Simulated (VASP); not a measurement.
**PtSe2 (Sudovikovite): single point with LDA**

Crystal: PtSe2 (Sudovikovite).

```
Pt Se
1.0
     3.69901    0.00000    0.00000
    -1.84950    3.20343    0.00000
     0.00000    0.00000    5.02803
Pt Se
1 2
Direct
  0.00000 0.00000 0.00000
  0.66667 0.33333 0.75000
  0.33333 0.66667 0.25000
```

```
Program                : VASP 6.6.1
Task                   : single point
Functional             : LDA
Potentials or basis    : VASP PAW LDA potentials, release 64 (Pt, Se)
Cutoff                 : 520 eV
k mesh                 : 8 × 8 × 5
Occupations            : fermi-dirac, width 0.05 eV
Spin                   : no spin polarisation
Dipole correction      : no
Further INCAR settings : ALGO = Normal; EDIFF = 1e-06; NBANDS = 18
```

```yaml
Pressure: 2.8 GPa
Largest_force: 0.511 eV/Å
Band_gap_on_the_k_mesh: zero (band 11 reaches 7.21 eV, above the bottom of band 12 at 6.86 eV)
```

Forces on the atoms (eV/Å):
```
Pt   0.000  0.000  0.000
Se   0.000  0.000 -0.511
Se   0.000  0.000  0.511
```

Stress tensor (GPa, compression positive):
```
3.54 0.00 0.00
0.00 3.54 0.00
0.00 0.00 1.30
```

Levels at points of the mesh, in eV from the Fermi level:
```tsv
k point	band 8	band 9	band 10	band 11	band 12	band 13	band 14	band 15
(0.00, 0.00, 0.00)	-2.65	-1.11	-1.11	0.39	1.46	1.46	3.44	4.17
(0.50, 0.00, 0.00)	-3.66	-3.63	-3.54	-3.06	0.61	2.39	4.77	5.72
```

Run time: 14 s on 1 thread of Intel(R) Xeon(R) 6975P-C (Granite Rapids) (shared host), peak memory 0.18 GiB.

Caveat: spin-orbit coupling is left out, which moves the levels of the heavy elements.
